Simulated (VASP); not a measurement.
Set up this calculation in VASP 6.6.1, as the native input.

| Quantity | Value |
| --- | --- |
| Task | single point |
| Functional | PBE |
| Potentials or basis | VASP PAW PBE potentials, release 64 (Ti_sv, B) |
| Cutoff | 520 eV |
| k mesh | 3 × 2 × 3 |
| Occupations | fermi-dirac, width 0.15 eV |
| Spin | no spin polarisation |
| Dipole correction | no |
| Further INCAR settings | ALGO = Normal; EDIFF = 1e-06; NBANDS = 86 |

The structure of Ti12B (a cell with a defect) lies in POSCAR:

```
Ti12B
1.0
    5.9000000000      0.0000000000      0.0000000000
   -4.4250000000      7.6643250000      0.0000000000
    0.0000000000      0.0000000000      4.6846000000
Ti B
12 1
Direct
    0.0536339594      0.0182012115      0.0215813517
    0.1011736829      0.2060846846      0.4741706869
   -0.0687490547      0.3735097350      0.0699739572
    0.1456284450      0.5815384916      0.5785339197
    0.0158153660      0.7339459117      0.0447423473
    0.1650948384      0.8980699540      0.5882679418
    0.5630007462      0.0318880006      0.1129872348
    0.6547791629      0.2199541382      0.5818853264
    0.3957586535      0.3674296171     -0.0292020663
    0.6790056259      0.5622673882      0.4393758272
    0.5123489484      0.6887364510     -0.0115911711
    0.7056093269      0.8560440743      0.6199462067
    0.4070823753      0.2036578564      0.2625410921
```

One way to write it, as run:

INCAR

```
SYSTEM = Ti12B
ALGO = Normal ; EDIFF = 1E-6
ENCUT = 520 ; GGA = PE
ISIF = 2 ; ISMEAR = -1
LASPH = .TRUE. ; LCHARG = .FALSE.
LREAL = .FALSE. ; LWAVE = .FALSE.
NBANDS = 86 ; NELM = 100
PREC = Accurate ; SIGMA = 0.15
```

KPOINTS

```
k-points
0
G
  3 2 3
  0 0 0
```

Potentials or basis: VASP PAW PBE potentials, release 64 (Ti_sv, B).

Launch:

```sh
$ cat potpaw_PBE.64/Ti_sv/POTCAR potpaw_PBE.64/B/POTCAR > POTCAR
$ mpirun -np 1 vasp_std > vasp.out
```

It gave:

| Item | Value |
| --- | --- |
| Pressure | 7.2 GPa |
| Largest force | 3.374 eV/Å |
| Band gap on the k mesh | zero (an odd number of electrons rules out a gap without spin polarisation) |

Caveat: the k points lie up to 0.45 Å⁻¹ apart, too coarse for converged energies and pressures of a metal; the atoms stand as in a frame of molecular dynamics.

Run time: 9.9 min on 1 thread of Intel(R) Xeon(R) Platinum 8259CL CPU @ 2.50GHz (Skylake/Cascade Lake), with other jobs on the host, peak memory 0.4 GiB.
